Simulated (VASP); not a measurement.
Input of a VASP 6.6.1 run:

Contents of INCAR:

```
SYSTEM = ZnWO4
PREC = Accurate
ENCUT = 520
EDIFF = 1E-6
ISMEAR = -1
SIGMA = 0.2585
LREAL = Auto
LASPH = .True.
NELM = 60
ALGO = Normal
ISIF = 2
LWAVE = .False.
LCHARG = .False.
GGA = PE
NBANDS = 90
ISYM = 0
```

File KPOINTS:

```
regular mesh
0
Gamma
  1 1 1
  0 0 0
```

POSCAR

```
ZnWO4
1.0
    6.3295770000      0.1311510000     -0.0352210000
    0.1311510000      5.9276150000     -0.0312300000
   -0.0352210000     -0.0312300000      6.2590500000
W O Zn
3 12 3
Direct
    0.7628035235      0.5558542236      0.9774985070
    0.5772131629      0.5175133047      0.3910890575
    0.4907008605      0.0367296675      0.2492550854
    0.6016460799      0.4163499881      0.6948101048
    0.4325537820      0.2462155365      0.0346067355
    0.1768529871      0.3699167897      0.6040588333
    0.8020049232      0.6679258042      0.2944849040
    0.7214312058      0.1803415946      0.4070113830
    0.3077822393      0.6369404788      0.3096664908
    0.5236181174      0.8267316442      0.0180254484
    0.9015868315      0.7465373204      0.7974330210
    0.2272702603      0.0844320166      0.3391997983
    0.5496395189      0.7708510618      0.5323115380
    0.2754884157     -0.0781464655      0.8014864018
   -0.1149144307      0.3008529131      1.0136118477
    0.3219909689      0.4244854380      0.8357889015
    1.0651573578      0.0951023666      0.6393425447
    1.0312992957      0.6073209468      0.4516070371
```

Potentials or basis: VASP PAW PBE potentials, release 64 (W_sv, O, Zn).

The run is started by

```console
$ cat potpaw_PBE.64/W_sv/POTCAR potpaw_PBE.64/O/POTCAR potpaw_PBE.64/Zn/POTCAR > POTCAR
$ mpirun -np 1 vasp_gam > vasp.out
```

**Question.** Predict the pressure.

**Answer.** 7.8 GPa.

**Question.** Predict the largest force.

**Answer.** 7.281 eV/Å.

Forces on the atoms (eV/Å):
```
W   -2.038  4.871 -5.013
W   -5.968 -0.936  2.748
W   -1.269 -1.621 -1.077
O    1.587  0.411  1.444
O    2.073 -0.061  3.823
O   -2.130  1.797 -1.234
O    2.933  0.564 -4.149
O   -1.935  0.209 -1.456
O    0.031 -2.537 -1.589
O    1.825 -0.881  1.999
O   -0.167 -1.605  1.364
O    1.017 -1.155 -0.409
O    0.791  4.098  1.860
O   -1.542 -0.145 -0.929
O    1.899 -2.370  0.192
Zn  -0.175  1.686  0.444
Zn  -0.055 -1.850  0.400
Zn   3.122 -0.474  1.582
```

Caveat: the k points lie up to 1.06 Å⁻¹ apart.
